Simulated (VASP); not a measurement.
Crystal: MgH2.

```
CELL_PARAMETERS angstrom
2.24795 -2.30558 0.00000
2.24795 2.30558 0.00000
0.00000 0.00000 4.84709
ATOMIC_POSITIONS crystal
Mg 0.09617 0.09617 0.00000
Mg 0.90383 0.90383 0.50000
H 0.40725 0.06415 0.66924
H 0.59275 0.93585 0.16924
H 0.93585 0.59275 0.83076
H 0.06415 0.40725 0.33076
```

The cell was generated, and may not be a known phase.

* Program: VASP 6.6.1
* Task: relaxation of cell and atoms
* Functional: PBE
* Potentials or basis: VASP PAW PBE potentials, release 64 (Mg_sv, H)
* Cutoff: 840 eV
* k mesh: 6 × 6 × 4
* Occupations: gaussian, width 0.1 eV
* Spin: no spin polarisation

At the start: pressure 13.2 GPa; volume 8.37 Å³/atom.

**Question.** How do energy, volume and symmetry change on relaxing?

**Answer.** Over 11 steps the energy falls by 104.5 meV/atom and the volume is 10.07 Å³/atom (+20.3 %); space group C222_1 (No. 20, to 0.1 Å) before and after.

Step by step:
```
step  energy change (eV)  largest force (eV/Å)  pressure (GPa)  volume (Å³)
   1              0.0000                0.7896           13.19        50.24
   2             -0.4647                0.2905            4.17        55.38
   3             -0.5581                0.1950            0.28        58.69
   4             -0.5638                0.2198           -0.67        59.70
   5             -0.5639                0.2246           -0.86        59.90
   6             -0.5827                0.1946           -0.50        59.55
   7             -0.6109                0.1013            0.84        58.47
   8             -0.6113                0.0885            1.09        58.31
   9             -0.6201                0.0697            0.49        59.20
  10             -0.6250                0.0489           -0.34        60.59
  11             -0.6270                0.0271            0.01        60.45
```

Final structure:
```cif
data_structure
_symmetry_space_group_name_H-M 'P 1'
_symmetry_Int_Tables_number 1
_cell_length_a 3.2731
_cell_length_b 3.2731
_cell_length_c 5.6475
_cell_angle_alpha 90.000
_cell_angle_beta 90.000
_cell_angle_gamma 92.458
_cell_volume 60.45
loop_
_atom_site_label
_atom_site_type_symbol
_atom_site_fract_x
_atom_site_fract_y
_atom_site_fract_z
_atom_site_occupancy
Mg1 Mg 0.11450 0.11450 0.00000 1
Mg2 Mg 0.88550 0.88550 0.50000 1
H1 H 0.41389 0.04526 0.65306 1
H2 H 0.58611 0.95474 0.15305 1
H3 H 0.95474 0.58611 0.84695 1
H4 H 0.04526 0.41389 0.34695 1
```

Caveat: the volume moved by over 15 % at a fixed basis, so the end points are rough.
